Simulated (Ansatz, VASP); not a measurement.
Two plane-wave programs on Ag

```
CELL_PARAMETERS angstrom
1.49437 -2.34930 0.00000
1.49437 2.34930 0.00000
0.00000 0.00000 2.79697
ATOMIC_POSITIONS crystal
Ag 0.50000 0.50000 0.50000
```

Alike in both runs: functional PBE; k mesh 6 × 6 × 8; occupations gaussian, width 0.1 eV; no spin polarisation.

Ansatz relaxed the structure, and its values are those at the end. VASP's run is a single point on that final structure, the one shown.

```csv
,VASP,Ansatz
version,VASP 6.6.1,Ansatz 0.2.0
potentials or method,"VASP PAW PBE potentials, release 64 (Ag), cutoff 520 eV","scalar-relativistic, plane waves, PAW"
valence electrons in the cell,11,19
```

|  | VASP | Ansatz | Ansatz less VASP |
| --- | --- | --- | --- |
| gap on the k mesh at the Fermi level (eV) | none | none | - |
| pressure (GPa) | -0.1 | 0.0 | +0.10 |

A gap of «none» marks a metal or a gap that the smearing closes. VASP's potentials hold 11 valence electrons a cell and Ansatz's 19, so a difference there can come from the potentials and not from the codes.

The k mesh is coarse, so the values compare programs but aren't converged.
